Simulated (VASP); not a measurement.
Here is a VASP 6.6.1 calculation.

File INCAR:

```
PREC     = Accurate       # precision mode
ENCUT    = 520            # plane-wave cutoff, eV
EDIFF    = 1E-6           # SCF threshold, eV
ISMEAR   = 0              # smearing method
SIGMA    = 0.1            # smearing width, eV
LREAL    = F              # projectors in reciprocal space
LASPH    = T              # aspherical terms in the spheres
NELM     = 150            # most SCF steps
ALGO     = Normal         # electronic algorithm
ISIF     = 2              # what is computed and relaxed
LWAVE    = F              # write WAVECAR
LCHARG   = T              # write CHGCAR
ISPIN    = 2              # spin polarisation
MAGMOM   = 2.57 0.32      # initial moments
LORBIT   = 11             # projections on sites
LMAXMIX  = 4              # l up to which the mixer works
GGA      = PS             # functional
LELF     = T              # ELF
LVHAR    = T            
NBANDS   = 18             # bands
ISYM     = 0
```

The input KPOINTS:

```
Automatic mesh
0
Gamma
  12 12 16
```

Contents of POSCAR:

```
CoO
1.0
    2.9464519439      0.0000000000      0.0000000000
    0.0000000000      2.9464519439      0.0000000000
    1.4732259719      1.4732259719      2.0834561500
Co O
1 1
Direct
    0.0000000000      0.0000000000      0.0000000000
    0.5000000000      0.5000000000      0.0000000000
```

Potentials or basis: VASP PAW PBE potentials, release 64 (Co, O).

Launch:

```bash
$ cat potpaw_PBE.64/Co/POTCAR potpaw_PBE.64/O/POTCAR > POTCAR
$ mpirun -np 1 vasp_std > vasp.out
```

(1) What does it give for the site moments?

(2) Predict the pressure.

(3) What does it give for the net moment?

Answers

(1) Co +2.39; O +0.26 μB.

(2) -0.8 GPa.

(3) 2.70 μB per cell.

Caveat: the PAW data sets were made with another functional, which shifts forces and pressure a little; a cell with one magnetic atom can't hold antiferromagnetic order, which such compounds often take.
